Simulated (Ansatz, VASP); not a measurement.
# Sc2AsSe: VASP beside Ansatz

```
Sc As Se
1.0
    -2.12522    2.12522    5.37630
     2.12522   -2.12522    5.37630
     2.12522    2.12522   -5.37630
Sc As Se
2 1 1
Direct
  0.26292 0.26292 0.00000
  0.73708 0.73708 0.00000
  0.00000 0.00000 0.00000
  0.50000 0.50000 0.00000
```

Alike in both runs: task single point; functional PBE; k mesh 6 × 6 × 6; occupations gaussian, width 0.1 eV; collinear spin.

|  | VASP | Ansatz |
| --- | --- | --- |
| version | VASP 6.6.1 | Ansatz 0.2.0 |
| potentials or method | VASP PAW PBE potentials, release 64 (Sc_sv, As, Se), cutoff 500 eV | scalar-relativistic, plane waves, PAW |
| valence electrons in the cell | 33 | 53 |

Ansatz gave:

* gap on the k mesh at the Fermi level (eV): none
* pressure (GPa): -0.1
* traceless stress, the component that is largest in VASP (GPa): -0.55
* rms of the force components (eV/Å): 0.025
* net moment per atom (μB): 0.06
* size of the moment on the site where the two differ most (μB): 0.08

Task: Which values does VASP return?

Result: gap on the k mesh at the Fermi level (eV): none; pressure (GPa): 0.0; traceless stress, the component that is largest in VASP (GPa): -0.38; rms of the force components (eV/Å): 0.032; net moment per atom (μB): 0.06; size of the moment on the site where the two differ most (μB): 0.10.

Site moments also hang on the region over which each program counts them. Atom by atom the forces differ by 0.007 eV/Å (rms over components). A gap of «none» marks a metal or a gap that the smearing closes. The functional is the same, so the differences come from potentials, cutoffs and numerics. VASP's potentials hold 33 valence electrons a cell and Ansatz's 53, so a difference there can come from the potentials and not from the codes.
